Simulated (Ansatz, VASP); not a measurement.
## As: VASP beside Ansatz

```
CELL_PARAMETERS angstrom
3.00317 0.00000 0.00000
-1.50158 2.60082 0.00000
0.00000 0.00000 4.86513
ATOMIC_POSITIONS crystal
As 0.19333 0.59667 0.14500
As 0.80667 0.40333 0.85500
```

Change from the starting cell: shortest bond scaled by 0.58, PAW files.

Alike in both runs: task single point; functional LDA; k mesh 11 × 11 × 6; occupations fermi-dirac, width 0.05 eV; no spin polarisation.

|  | VASP | Ansatz |
| --- | --- | --- |
| version | VASP 6.6.1 | Ansatz 0.2.0 |
| potentials or method | VASP PAW LDA potentials, release 64 (As) | PAW with Ansatz's default frozen-core files, scalar-relativistic |
| plane-wave cutoff (eV) | 520 | 420 |
| valence electrons in the cell | 10 | 30 |

Ansatz gave:

```
pressure (GPa)                                                : 76.2
traceless stress, the component that is largest in VASP (GPa) : 73.03
rms of the force components (eV/Å)                            : 14.678
```

Task: Which values does VASP return?

Result: Pressure (GPa): 81.0; traceless stress, the component that is largest in VASP (GPa): 77.30; rms of the force components (eV/Å): 15.573.

LDA's correlation is that of Perdew and Zunger in VASP and of Perdew and Wang (1992) in Ansatz. Atom by atom the forces differ by 0.895 eV/Å (rms over components). Both programs put the cell under a high pressure, so it lies far from rest at this level. VASP's potentials hold 10 valence electrons a cell and Ansatz's 30, so a difference there can come from the potentials and not from the codes.

Noted on VASP's run: the cell as given lies far from equilibrium.
